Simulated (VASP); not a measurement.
Ag:

```
CELL_PARAMETERS angstrom
0.00000 2.04310 2.04310
2.04310 0.00000 2.04310
2.04310 2.04310 0.00000
ATOMIC_POSITIONS crystal
Ag 0.00000 0.00000 0.00000
```

Base run:

```yaml
Program: VASP 6.6.1
Functional: PBE
Potentials_or_basis: VASP PAW PBE potentials, release 64 (Ag)
Cutoff: 520 eV
k_mesh: 15 × 15 × 15
Occupations: fermi-dirac, width 0.03 eV
Spin: no spin polarisation
```

Its results: pressure 4.4 GPa.

Task: The run is repeated on the same cell with these changes: functional from PBE to PBEsol. What comes out?

Result: Pressure -2.9 GPa.

PBEsol binds more tightly than PBE, so the same cell stands under less pressure.

Caveats: the PAW data sets were made with another functional, which shifts forces and pressure a little (some runs).
